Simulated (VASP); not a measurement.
# C (Fd-3m) in VASP: notebook

Runs on C. Level: r2SCAN. Tasks: single point, relaxation of cell and atoms.

Everything below comes from runs of VASP 6.6.1. Logs are shortened: lines on timing, memory, paths and dates and some standing lists are left out, and cuts for length are marked.

### Step 1. The cell of the first run

Symmetry: Fd-3m, No. 227, cubic system. The conventional cell has a = 3.550 Å, b = 3.550 Å, c = 3.550 Å, α = 90.00°, β = 90.00°, γ = 90.00°. Within 2.0 Å of C (site symmetry -43m) lie 4 C at 1.54 Å.

### Step 2. Single point, r2SCAN

POSCAR

```
C
1.0
    1.7749542756      1.7749542756      0.0000000000
   -1.7749542756      1.7749542756      0.0000000000
    0.0000000000      1.7749542756      1.7749542756
C
2
Direct
    0.5000000000      0.5000000000      0.0000000000
    0.7500000000      0.2500000000      0.5000000000
```

INCAR.step1

```
SYSTEM = C
  PREC = Accurate
  ENCUT = 520
  ISMEAR = 0
  SIGMA = 0.01
  LREAL = .FALSE.
  LASPH = .TRUE.
  NELM = 80
  NBANDS = 11
  GGA = PE
  ALGO = Normal
  EDIFF = 1E-4
  LWAVE = .TRUE.
  LCHARG = .FALSE.
```

INCAR.step2

```
SYSTEM = C
  PREC = Accurate
  ENCUT = 520
  EDIFF = 1E-7
  ISMEAR = 0
  SIGMA = 0.01
  LREAL = .FALSE.
  LASPH = .TRUE.
  NELM = 80
  ALGO = Normal
  ISIF = 2
  LWAVE = .FALSE.
  LCHARG = .FALSE.
  METAGGA = R2SCAN
  LMIXTAU = .TRUE.
  NBANDS = 11
  ISTART = 1
```

KPOINTS

```
Automatic mesh
0
G
  12 12 12
  0 0 0
```

Potentials or basis: VASP PAW PBE potentials, release 64 (C).

On the command line:

```
> cat potpaw_PBE.64/C/POTCAR > POTCAR
> cp INCAR.step1 INCAR
> mpirun -np 1 vasp_std > vasp.out
> cp INCAR.step2 INCAR
> mpirun -np 1 vasp_std > vasp.out
```

OUTCAR:

```text
SYSTEM = C
   PREC = Accurate
   ENCUT = 520
   EDIFF = 1E-7
   ISMEAR = 0
   LREAL = .FALSE.
   LASPH = .TRUE.
   NELM = 80
   ISIF = 2
   METAGGA = R2SCAN
   ISTART = 1

 ion  position               nearest neighbor table
   1  0.500  0.500  0.000-   2 1.54   2 1.54   2 1.54   2 1.54
   2  0.750  0.250  0.500-   1 1.54   1 1.54   1 1.54   1 1.54

  LATTYP: Found a face centered cubic cell.
 ALAT       =     3.5499085512

  Lattice vectors:

 A1 = (   0.0000000000,   1.7749542756,   1.7749542756)
 A2 = (   1.7749542756,   0.0000000000,   1.7749542756)
 A3 = (   1.7749542756,   1.7749542756,   0.0000000000)

Analysis of symmetry for initial positions (statically):
=====================================================================
 Subroutine PRICEL returns:
 Original cell was already a primitive cell.

 Routine SETGRP: Setting up the symmetry group for a
 face centered cubic supercell.

 Subroutine GETGRP returns: Found 48 space group operations
 (whereof 24 operations were pure point group operations)
 out of a pool of 48 trial point group operations.

The static configuration has the point symmetry T_d .
 The point group associated with its full space group is O_h .

Analysis of symmetry for dynamics (positions and initial velocities):
=====================================================================
 Subroutine PRICEL returns:
 Original cell was already a primitive cell.

 Routine SETGRP: Setting up the symmetry group for a
 face centered cubic supercell.

 Subroutine GETGRP returns: Found 48 space group operations
 (whereof 24 operations were pure point group operations)
 out of a pool of 48 trial point group operations.

The dynamic configuration has the point symmetry T_d .
 The point group associated with its full space group is O_h .

 Subroutine INISYM returns: Found 48 space group operations
 (whereof 24 operations are pure point group operations),
 and found     1 'primitive' translations

----------------------------------------------------------------------------------------

                                     Primitive cell

  volume of cell :      11.1839

  direct lattice vectors                    reciprocal lattice vectors
     1.774954276  1.774954276  0.000000000     0.281697397  0.281697397 -0.281697397
    -1.774954276  1.774954276  0.000000000    -0.281697397  0.281697397 -0.281697397
     0.000000000  1.774954276  1.774954276     0.000000000  0.000000000  0.563394795

  length of vectors
     2.510164409  2.510164409  2.510164409     0.487914205  0.487914205  0.563394795

  position of ions in fractional coordinates (direct lattice)
     0.500000000  0.500000000  0.000000000
     0.750000000  0.250000000  0.500000000

  ion indices of the primitive-cell ions
   primitive index   ion index
                 1           1
                 2           2

----------------------------------------------------------------------------------------

 KPOINTS: Automatic mesh

Automatic generation of k-mesh.
 Grid dimensions read from file:
 generate k-points for:   12   12   12

 Generating k-lattice:

  Cartesian coordinates                     Fractional coordinates (reciprocal lattice)
     0.023474783  0.023474783 -0.023474783     0.083333333  0.000000000  0.000000000
    -0.023474783  0.023474783 -0.023474783     0.000000000  0.083333333  0.000000000
     0.000000000  0.000000000  0.046949566     0.000000000  0.000000000  0.083333333

  Length of vectors
     0.040659517  0.040659517  0.046949566

  Shift w.r.t. Gamma in fractional coordinates (k-lattice)
     0.000000000  0.000000000  0.000000000

 Subroutine IBZKPT returns following result:
 ===========================================

 Found     72 irreducible k-points:

 Following reciprocal coordinates:
            Coordinates               Weight
  0.000000  0.000000  0.000000      1.000000
  0.083333  0.000000  0.000000      8.000000
  0.166667  0.000000  0.000000      8.000000
  0.250000  0.000000  0.000000      8.000000
  0.333333  0.000000  0.000000      8.000000
  0.416667  0.000000  0.000000      8.000000
[... 16 lines left out ...]
  0.500000  0.166667  0.000000     24.000000
 -0.416667  0.166667  0.000000     24.000000
 [... further k-points ...]
   k-points           NKPTS =     72   k-points in BZ     NKDIM =     72   number of bands    NBANDS=     11
   number of dos      NEDOS =    301   number of ions     NIONS =      2
   total plane-waves  NPLWV =   8000
   dimension x,y,z NGX =    20 NGY =   20 NGZ =   20
   dimension x,y,z NGXF=    40 NGYF=   40 NGZF=   40
   ions per type =               2
   NGX,Y,Z   is equivalent  to a cutoff of  13.25, 13.25, 13.25 a.u.
   NGXF,Y,Z  is equivalent  to a cutoff of  26.49, 26.49, 26.49 a.u.
 SYSTEM =  C
   PREC   = accura    normal or accurate (medium, high low for compatibility)
   ISTART =      1    job   : 0-new  1-cont  2-samecut
   ICHARG =      0    charge: 1-file 2-atom 10-const
   ISPIN  =      1    spin polarized calculation?
   LNONCOLLINEAR =      F non collinear calculations
   LSORBIT =      F    spin-orbit coupling
   LASPH  =      T    aspherical Exc in radial PAW
   ENCUT  =  520.0 eV  38.22 Ry    6.18 a.u.   4.67  4.67  4.67*2*pi/ulx,y,z
   NELM   =     80;   NELMIN=  2; NELMDL=  0     # of ELM steps
   EDIFF  = 0.1E-06   stopping-criterion for ELM
   LREAL  =      F    real-space projection
   EDIFFG = 0.1E-05   stopping-criterion for IOM
   NSW    =      0    number of steps for IOM
   IBRION =     -1    ionic relax: 0-MD 1-quasi-New 2-CG
   NFREE  =      0    steps in history (QN), initial steepest desc. (CG)
   ISIF   =      2    stress and relaxation
   ISYM   =      2    0-nonsym 1-usesym 2-fastsym
   POTIM  = 0.5000    time-step for ionic-motion
   TEBEG  =    0.0;   TEEND  =   0.0 temperature during run
   PSTRESS=    0.0 pullay stress
   NELECT =       8.0000    total number of electrons
   NUPDOWN=      -1.0000    fix difference up-down
   EMIN   =  10.00;   EMAX   =-10.00  energy-range for DOS
   EFERMI =   0.00;   METHOD = LEGACY
   ISMEAR =     0;   SIGMA  =   0.01  broadening in eV -4-tet -1-fermi 0-gaus
   EFERMI_NEDOS =   21; number of points for ismear=-14 and -15
   IALGO  =     38    algorithm
   IMIX   =      4    mixing-type and parameters
     AMIX     =   0.40;   BMIX     =  1.00
     AMIX_MAG =   1.60;   BMIX_MAG =  1.00
  volume/ion in A,a.u.               =       5.59        37.74
  Fermi-wavevector in a.u.,A,eV,Ry     =   1.464112  2.766771 29.165778  2.143624
  Thomas-Fermi vector in A             =   2.580127
   LORBIT       =      0    0 simple, 1 ext, 2 COOP (PROOUT), +10 PAW based schemes
   METAGGA = R2SCAN    functional components
   LHFCALC =     F    Hartree Fock is set to
   AEXX    =    0.0000 exact exchange contribution
   IVDW    =     0    specifies the selected vdW correction
   LEPSILON=     F    determine dielectric tensor
   LRPA    =     F    only Hartree local field effects (RPA)
 non-spin polarized calculation
 Gauss-broadening in eV      SIGMA  =   0.01
  energy-cutoff  :      520.00
  volume of cell :       11.18
 maximum number of plane-waves:       310
   NGX =  9   NGY =  9   NGZ =  9

 number of electron       7.9999999 magnetization

 Free energy of the ion-electron system (eV)
  ---------------------------------------------------
  ext. energy  EPLUGINS =         0.00000000
  ---------------------------------------------------
  free energy    TOTEN  =       -19.65504919 eV

  energy without entropy =      -19.65504919  energy(sigma->0) =      -19.65504919

 E-fermi :  10.0842     XC(G=0): -14.3360

 val. band max:        9.9201826769   @ k =   0.0000   0.0000   0.0000
 cond. band min:      14.2960741644   @ k =  -0.3333   0.3333   0.0000
 fundamental gap:      4.3758914875
 Fermi energy:        10.0842386380

 k-point     1 :       0.0000    0.0000    0.0000
  band No.  band energies     occupation
      1     -12.9727      2.00000
      2       9.9202      2.00000
      3       9.9202      2.00000
      4       9.9202      2.00000
      5      15.7948      0.00000
      6      15.7948      0.00000
      7      15.7948      0.00000
      8      24.0802      0.00000
      9      30.5105      0.00000
     10      37.4664      0.00000
     11      37.4664      0.00000

 k-point     2 :       0.0833    0.0000    0.0000
  band No.  band energies     occupation
      1     -12.7698      2.00000
      2       8.5889      2.00000
      3       9.5698      2.00000
      4       9.5698      2.00000
      5      16.2545      0.00000
      6      16.2545      0.00000
      7      16.5807      0.00000
      8      24.2735      0.00000
      9      30.8565      0.00000
     10      35.3917      0.00000
     11      35.3917      0.00000

 k-point     3 :       0.1667    0.0000    0.0000
  band No.  band energies     occupation
      1     -12.1637      2.00000
      2       5.8703      2.00000
      3       8.8127      2.00000
      4       8.8127      2.00000
      5      17.2480      0.00000
      6      17.2480      0.00000
      7      17.7548      0.00000
      8      24.8268      0.00000
      9      31.5768      0.00000
     10      33.7354      0.00000
     11      33.7354      0.00000
[... 267 lines left out ...]
 k-point    23 :       0.5000    0.1667    0.0000
  band No.  band energies     occupation
      1      -6.9307      2.00000
      2      -2.8889      2.00000
      3       4.5580      2.00000
      4       5.6573      2.00000
      5      17.4205      0.00000
      6      21.3114      0.00000
      7      21.8498      0.00000
      8      25.1925      0.00000
      9      31.4217      0.00000
     10      35.3926      0.00000
     11      37.9764      0.00000

 k-point    24 :      -0.4167    0.1667    0.0000
  band No.  band energies     occupation
      1      -8.5771      2.00000
      2      -0.5402      2.00000
      3       5.3223      2.00000
      4       5.5641      2.00000
      5      16.9731      0.00000
      6      21.6200      0.00000
      7      21.7363      0.00000
      8      23.4288      0.00000
      9      32.4291      0.00000
     10      33.8721      0.00000
     11      38.7696      0.00000

 [... further k-points ...]

------------------------ aborting loop because EDIFF is reached ----------------------------------------

  FORCE on cell =-STRESS in cart. coord.  units (eV):
  Direction    XX          YY          ZZ          XY          YZ          ZX
  --------------------------------------------------------------------------------------
  -------------------------------------------------------------------------------------
  Total        0.3609293      0.3609293      0.3609293      0.0000000     -0.0000000     -0.0000000
  in kB       51.7060315     51.7060315     51.7060315      0.0000000     -0.0000000     -0.0000000
  external PRESSURE =      51.7060315 kB  Pullay stress =       0.0000000 kB

 VOLUME and BASIS-vectors are now :
 -----------------------------------------------------------------------------
  energy-cutoff  :      520.00
  volume of cell :       11.18
      direct lattice vectors                 reciprocal lattice vectors
     1.774954276  1.774954276  0.000000000     0.281697397  0.281697397 -0.281697397
    -1.774954276  1.774954276  0.000000000    -0.281697397  0.281697397 -0.281697397
     0.000000000  1.774954276  1.774954276     0.000000000  0.000000000  0.563394795

 POSITION                                       TOTAL-FORCE (eV/Angst)
 -----------------------------------------------------------------------------------
      0.00000      1.77495      0.00000        -0.000000      0.000000     -0.000000
      0.88748      2.66243      0.88748         0.000000     -0.000000      0.000000
 -----------------------------------------------------------------------------------
    total drift:                                0.000000     -0.000000      0.000000

  FREE ENERGIE OF THE ION-ELECTRON SYSTEM (eV)
  ---------------------------------------------------
  free  energy   TOTEN  =       -19.6550491942 eV

  energy  without entropy=      -19.6550491942  energy(sigma->0) =      -19.65504919
```

Run time: 59 s. Hardware: 1 thread of Intel Xeon 8259CL, shared host; peak memory 0.13 GiB.

What came out:

| Property | Result |
| --- | --- |
| Free energy | -19.6550 eV |
| Pressure | 5.2 GPa |
| Band gap on the k mesh | 4.38 eV (least direct gap 5.87 eV) |

Caveat: the cell stands under pressure; the PAW data sets were made with another functional, which shifts forces and pressure a little. A k mesh can miss the band edges.

(Continued in part 2 of 2.)
